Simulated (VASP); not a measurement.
Set up this calculation in VASP 6.6.1, as the native input.

```
Task                               : single point
Functional                         : HSE06
Potentials or basis                : VASP PAW PBE potentials, release 64 (Sr_sv, Cl)
Cutoff                             : 520 eV
k mesh                             : 4 × 4 × 4
Occupations                        : gaussian, width 0.01 eV
Spin                               : no spin polarisation
Dipole correction                  : no
Grid for exact exchange (PRECFOCK) : Normal
Further INCAR settings             : ALGO = Normal; EDIFF = 1e-06; NBANDS = 19
Share of exact exchange            : 0.25
Screening parameter                : 0.2079 1/Å
```

The system is SrCl2.

```
Sr Cl
1.0
     0.00000    3.49772    3.49772
     3.49772    0.00000    3.49772
     3.49772    3.49772    0.00000
Sr Cl
1 2
Cartesian
  0.0000 0.0000 0.0000
  1.7489 1.7489 1.7489
  5.2466 5.2466 5.2466
```

The input as run:

POSCAR

```
SrCl2
1.0
    0.0000000000      3.4977180853      3.4977180853
    3.4977180853      0.0000000000      3.4977180853
    3.4977180853      3.4977180853      0.0000000000
Sr Cl
1 2
Direct
    0.0000000000      0.0000000000      0.0000000000
    0.2500000000      0.2500000000      0.2500000000
    0.7500000000      0.7500000000      0.7500000000
```

INCAR.step1

```
  PREC = Accurate
  ENCUT = 520
  EDIFF = 1E-5
  ISMEAR = 0
  SIGMA = 0.01
  LREAL = False
  LASPH = True
  NELM = 60
  ALGO = Normal
  ISIF = 2
  LWAVE = True
  LCHARG = False
  NBANDS = 19
  GGA = PE
```

INCAR.step2

```
  PREC = Accurate
  ENCUT = 520
  EDIFF = 1E-6
  ISMEAR = 0
  SIGMA = 0.01
  LREAL = False
  LASPH = True
  NELM = 60
  ALGO = Normal
  ISIF = 2
  LWAVE = False
  LCHARG = False
  GGA = PE
  LHFCALC = True
  HFSCREEN = 0.2079
  PRECFOCK = Normal
  NBANDS = 19
  ISTART = 1
```

KPOINTS

```
Automatic mesh
0
Gamma
  4 4 4
```

Potentials or basis: VASP PAW PBE potentials, release 64 (Sr_sv, Cl).

Launch:

```console
$ cat potpaw_PBE.64/Sr_sv/POTCAR potpaw_PBE.64/Cl/POTCAR > POTCAR
$ cp INCAR.step1 INCAR
$ mpirun -np 1 vasp_std > vasp.out
$ cp INCAR.step2 INCAR
$ mpirun -np 1 vasp_std > vasp.out
```

It gave:

```
Pressure               : 0.3 GPa
Band gap on the k mesh : 6.58 eV (least direct gap 6.82 eV)
```

Caveat: the structure was generated, so it needn't be the stable form of SrCl2; the PAW data sets were made with another functional, which shifts forces and pressure a little.

Wall time 34 min on 1 thread of Intel Xeon 8259CL (shared host), peak memory 0.35 GiB.
